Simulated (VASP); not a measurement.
# Sb in VASP: a series of runs, part 2 of 4

VASP 6.6.1. Earlier steps stand in the parts before.

**3. Single point, PBE**

This run uses another cell than the first one, of 30.09 Å³/atom, 1.060 times its volume.

Input file INCAR:

```
SYSTEM = Sb
ALGO     = Normal         ! electronic algorithm
EDIFF    = 1E-7           ! SCF threshold, eV
ENCUT    = 520            ! plane-wave cutoff, eV
GGA      = PE             ! functional
ISIF     = 2              ! what is computed and relaxed
ISMEAR   = 0              ! smearing method
LASPH    = .True.         ! aspherical terms in the spheres
LCHARG   = .True.         ! write CHGCAR
LELF     = .True.         ! ELF
LREAL    = .False.        ! projectors in reciprocal space
LVHAR    = .True.       
LWAVE    = .False.        ! write WAVECAR
NBANDS   = 12             ! bands
NELM     = 60             ! most SCF steps
PREC     = Accurate       ! precision mode
SIGMA    = 0.1            ! smearing width, eV
```

Input file KPOINTS:

```
k-points
0
Gamma
  6 6 4
  0 0 0
```

Input file POSCAR:

```
Sb
1.0
    4.2801963817      0.0000000000      0.0000000000
    0.0000000000      4.2766737610      0.0000000000
    0.0000000000      0.0000000000      3.2879957588
Sb
2
Direct
    0.5000000000      0.0000000000      0.9367497496
    0.0000000000      0.5000000000      0.0632502504
```

Potentials or basis: VASP PAW PBE potentials, release 64 (Sb).

Launch:

```
> cat potpaw_PBE.64/Sb/POTCAR > POTCAR
> mpirun -np 1 vasp_std > vasp.out
```

OUTCAR:

```text
SYSTEM = Sb
   EDIFF = 1E-7
   ENCUT = 520
   GGA = PE
   ISIF = 2
   ISMEAR = 0
   LASPH = .True.
   LREAL = .False.
   NELM = 60
   PREC = Accurate

 ion  position               nearest neighbor table
   1  0.500  0.000  0.937-   2 3.05   2 3.05   2 3.05   2 3.05
   2  0.000  0.500  0.063-   1 3.05   1 3.05   1 3.05   1 3.05

  LATTYP: Found a simple orthorhombic cell.
 ALAT       =     3.2879957588
 B/A-ratio  =     1.3006932109
 C/A-ratio  =     1.3017645690

  Lattice vectors:

 A1 = (   0.0000000000,   0.0000000000,  -3.2879957588)
 A2 = (   0.0000000000,   4.2766737610,   0.0000000000)
 A3 = (   4.2801963817,   0.0000000000,   0.0000000000)

Analysis of symmetry for initial positions (statically):
=====================================================================
 Subroutine PRICEL returns:
 Original cell was already a primitive cell.

 Routine SETGRP: Setting up the symmetry group for a
 simple orthorhombic supercell.

 Subroutine GETGRP returns: Found  8 space group operations
 (whereof  4 operations were pure point group operations)
 out of a pool of  8 trial point group operations.

The static configuration has the point symmetry C_2v.
 The point group associated with its full space group is D_2h.

Analysis of symmetry for dynamics (positions and initial velocities):
=====================================================================
 Subroutine PRICEL returns:
 Original cell was already a primitive cell.

 Routine SETGRP: Setting up the symmetry group for a
 simple orthorhombic supercell.

 Subroutine GETGRP returns: Found  8 space group operations
 (whereof  4 operations were pure point group operations)
 out of a pool of  8 trial point group operations.

The dynamic configuration has the point symmetry C_2v.
 The point group associated with its full space group is D_2h.

 Subroutine INISYM returns: Found  8 space group operations
 (whereof  4 operations are pure point group operations),
 and found     1 'primitive' translations

----------------------------------------------------------------------------------------

                                     Primitive cell

  volume of cell :      60.1868

  direct lattice vectors                    reciprocal lattice vectors
     4.280196382  0.000000000  0.000000000     0.233634140  0.000000000  0.000000000
     0.000000000  4.276673761  0.000000000     0.000000000  0.233826580  0.000000000
     0.000000000  0.000000000  3.287995759     0.000000000  0.000000000  0.304136645

  length of vectors
     4.280196382  4.276673761  3.287995759     0.233634140  0.233826580  0.304136645

  position of ions in fractional coordinates (direct lattice)
     0.500000000  0.000000000  0.936749750
     0.000000000  0.500000000  0.063250250

  ion indices of the primitive-cell ions
   primitive index   ion index
                 1           1
                 2           2

----------------------------------------------------------------------------------------

 KPOINTS: k-points

Automatic generation of k-mesh.
 Grid dimensions read from file:
 generate k-points for:    6    6    4

 Generating k-lattice:

  Cartesian coordinates                     Fractional coordinates (reciprocal lattice)
     0.038939023  0.000000000  0.000000000     0.166666667  0.000000000  0.000000000
     0.000000000  0.038971097  0.000000000     0.000000000  0.166666667  0.000000000
     0.000000000  0.000000000  0.076034161     0.000000000  0.000000000  0.250000000

  Length of vectors
     0.038939023  0.038971097  0.076034161

  Shift w.r.t. Gamma in fractional coordinates (k-lattice)
     0.000000000  0.000000000  0.000000000

 Subroutine IBZKPT returns following result:
 ===========================================

 Found     48 irreducible k-points:

 Following reciprocal coordinates:
            Coordinates               Weight
  0.000000  0.000000  0.000000      1.000000
  0.166667  0.000000  0.000000      2.000000
  0.333333  0.000000  0.000000      2.000000
  0.500000  0.000000  0.000000      1.000000
  0.000000  0.166667  0.000000      2.000000
  0.166667  0.166667  0.000000      4.000000
[... 16 lines left out ...]
  0.333333  0.166667  0.250000      8.000000
  0.500000  0.166667  0.250000      4.000000
 [... further k-points ...]
   k-points           NKPTS =     48   k-points in BZ     NKDIM =     48   number of bands    NBANDS=     12
   number of dos      NEDOS =    301   number of ions     NIONS =      2
   total plane-waves  NPLWV =  24576
   dimension x,y,z NGX =    32 NGY =   32 NGZ =   24
   dimension x,y,z NGXF=    64 NGYF=   64 NGZF=   48
   ions per type =               2
   NGX,Y,Z   is equivalent  to a cutoff of  12.43, 12.44, 12.13 a.u.
   NGXF,Y,Z  is equivalent  to a cutoff of  24.86, 24.88, 24.27 a.u.
 SYSTEM =  Sb
   PREC   = accura    normal or accurate (medium, high low for compatibility)
   ISTART =      0    job   : 0-new  1-cont  2-samecut
   ICHARG =      2    charge: 1-file 2-atom 10-const
   ISPIN  =      1    spin polarized calculation?
   LNONCOLLINEAR =      F non collinear calculations
   LSORBIT =      F    spin-orbit coupling
   LASPH  =      T    aspherical Exc in radial PAW
   ENCUT  =  520.0 eV  38.22 Ry    6.18 a.u.   7.96  7.95  6.11*2*pi/ulx,y,z
   NELM   =     60;   NELMIN=  2; NELMDL= -5     # of ELM steps
   EDIFF  = 0.1E-06   stopping-criterion for ELM
   LREAL  =      F    real-space projection
   EDIFFG = 0.1E-05   stopping-criterion for IOM
   NSW    =      0    number of steps for IOM
   IBRION =     -1    ionic relax: 0-MD 1-quasi-New 2-CG
   NFREE  =      0    steps in history (QN), initial steepest desc. (CG)
   ISIF   =      2    stress and relaxation
   ISYM   =      2    0-nonsym 1-usesym 2-fastsym
   POTIM  = 0.5000    time-step for ionic-motion
   TEBEG  =    0.0;   TEEND  =   0.0 temperature during run
   PSTRESS=    0.0 pullay stress
   NELECT =      10.0000    total number of electrons
   NUPDOWN=      -1.0000    fix difference up-down
   EMIN   =  10.00;   EMAX   =-10.00  energy-range for DOS
   EFERMI =   0.00;   METHOD = LEGACY
   ISMEAR =     0;   SIGMA  =   0.10  broadening in eV -4-tet -1-fermi 0-gaus
   EFERMI_NEDOS =   21; number of points for ismear=-14 and -15
   IALGO  =     38    algorithm
   IMIX   =      4    mixing-type and parameters
     AMIX     =   0.40;   BMIX     =  1.00
     AMIX_MAG =   1.60;   BMIX_MAG =  1.00
  volume/ion in A,a.u.               =      30.09       203.08
  Fermi-wavevector in a.u.,A,eV,Ry     =   0.899997  1.700748 11.020650  0.809995
  Thomas-Fermi vector in A             =   2.022900
   LORBIT       =      0    0 simple, 1 ext, 2 COOP (PROOUT), +10 PAW based schemes
   GGA     = PE    functional components
   LHFCALC =     F    Hartree Fock is set to
   AEXX    =    0.0000 exact exchange contribution
   IVDW    =     0    specifies the selected vdW correction
   LEPSILON=     F    determine dielectric tensor
   LRPA    =     F    only Hartree local field effects (RPA)
 non-spin polarized calculation
 Gauss-broadening in eV      SIGMA  =   0.10
  energy-cutoff  :      520.00
  volume of cell :       60.19
 maximum number of plane-waves:      1640
 NGX is ok and might be reduce to    32
   NGX = 15   NGY = 15   NGZ = 13

 number of electron      10.0000000 magnetization

 Free energy of the ion-electron system (eV)
  ---------------------------------------------------
  ext. energy  EPLUGINS =         0.00000000
  ---------------------------------------------------
  free energy    TOTEN  =        -8.03243872 eV

  energy without entropy =       -8.02798954  energy(sigma->0) =       -8.03021413

 E-fermi :   6.7899     XC(G=0):  -9.6031

 val. band max:        6.7059347133   @ k =   0.3333   0.5000   0.2500
 cond. band min:       6.8981244874   @ k =   0.5000   0.5000   0.2500
 fundamental gap:      0.1921897740
 Fermi energy:         6.7898572803

 k-point     1 :       0.0000    0.0000    0.0000
  band No.  band energies     occupation
      1      -5.3089      2.00000
      2       0.3245      2.00000
      3       3.7089      2.00000
      4       3.7191      2.00000
      5       9.1127      0.00000
      6       9.3781      0.00000
      7      10.9771      0.00000
      8      10.9809      0.00000
      9      11.3778      0.00000
     10      14.4996      0.00000
     11      14.9764      0.00000
     12      15.8891      0.00000
[... 331 lines left out ...]
 k-point    24 :       0.5000    0.1667    0.2500
  band No.  band energies     occupation
      1      -2.5244      2.00000
      2      -2.5244      2.00000
      3       4.5613      2.00000
      4       4.5613      2.00000
      5       6.4013      2.00000
      6       6.4013      2.00000
      7       9.7715      0.00000
      8       9.7715      0.00000
      9      13.7865      0.00000
     10      13.7865      0.00000
     11      16.8560      0.00000
     12      16.8560      0.00000

 [... further k-points ...]
[... 5 lines left out ...]
  --------------------------------------------------------------------------------------
  -------------------------------------------------------------------------------------
  Total       -0.1366639     -0.1199989     -0.0122812      0.0000000      0.0000000      0.0000000
  in kB       -3.6380063     -3.1943820     -0.3269279      0.0000000      0.0000000      0.0000000
  external PRESSURE =      -2.3864387 kB  Pullay stress =       0.0000000 kB

 VOLUME and BASIS-vectors are now :
 -----------------------------------------------------------------------------
  energy-cutoff  :      520.00
  volume of cell :       60.19
      direct lattice vectors                 reciprocal lattice vectors
     4.280196382  0.000000000  0.000000000     0.233634140  0.000000000  0.000000000
     0.000000000  4.276673761  0.000000000     0.000000000  0.233826580  0.000000000
     0.000000000  0.000000000  3.287995759     0.000000000  0.000000000  0.304136645

 POSITION                                       TOTAL-FORCE (eV/Angst)
 -----------------------------------------------------------------------------------
      2.14010      0.00000      3.08003         0.000000      0.000000      0.008581
      0.00000      2.13834      0.20797         0.000000      0.000000     -0.008581
 -----------------------------------------------------------------------------------
    total drift:                                0.000000      0.000000     -0.000000

  FREE ENERGIE OF THE ION-ELECTRON SYSTEM (eV)
  ---------------------------------------------------
  free  energy   TOTEN  =        -8.0324387212 eV

  energy  without entropy=       -8.0279895388  energy(sigma->0) =       -8.03021413
```

Run time: 20 s. Hardware: 1 thread of Intel Xeon Platinum 8488C (Sapphire Rapids), shared host; peak memory 0.17 GiB.

What came out:

- Free energy: -8.0324 eV
- Pressure: -0.2 GPa
- Largest force: 0.009 eV/Å
- Band gap on the k mesh: zero (band 5 reaches 11.06 eV, above the bottom of band 6 at 3.95 eV)

Forces on the atoms (eV/Å):
```
Sb   0.000  0.000  0.009
Sb   0.000  0.000 -0.009
```

Levels at points of the mesh, in eV from the Fermi level:
```
           k point  band 2  band 3  band 4  band 5  band 6  band 7  band 8  band 9
(0.00, 0.00, 0.00)   -6.47   -3.08   -3.07    2.32    2.59    4.19    4.19    4.59
(0.50, 0.00, 0.00)  -10.18   -0.76   -0.76   -0.20   -0.20    3.84    3.84    7.83
(0.00, 0.50, 0.00)  -10.18   -0.76   -0.76   -0.21   -0.21    3.84    3.84    7.83
(0.50, 0.50, 0.00)   -9.38   -5.32   -5.32    4.27    4.27    6.30    6.30    8.92
(0.00, 0.00, 0.50)   -5.75   -3.77   -1.58   -1.57   -0.63    4.30    4.31    4.74
(0.50, 0.00, 0.50)   -8.35   -3.50   -3.50    0.74    0.74    1.80    1.80    6.15
(0.00, 0.50, 0.50)   -8.35   -3.50   -3.50    0.74    0.74    1.79    1.79    6.14
(0.50, 0.50, 0.50)   -7.49   -3.70   -3.70   -2.84   -2.84    1.97    1.97    8.45
```

Caveat: the k points lie up to 0.48 Å⁻¹ apart; spin-orbit coupling is left out, which moves the levels of the heavy elements.

(Continued in part 3 of 4.)
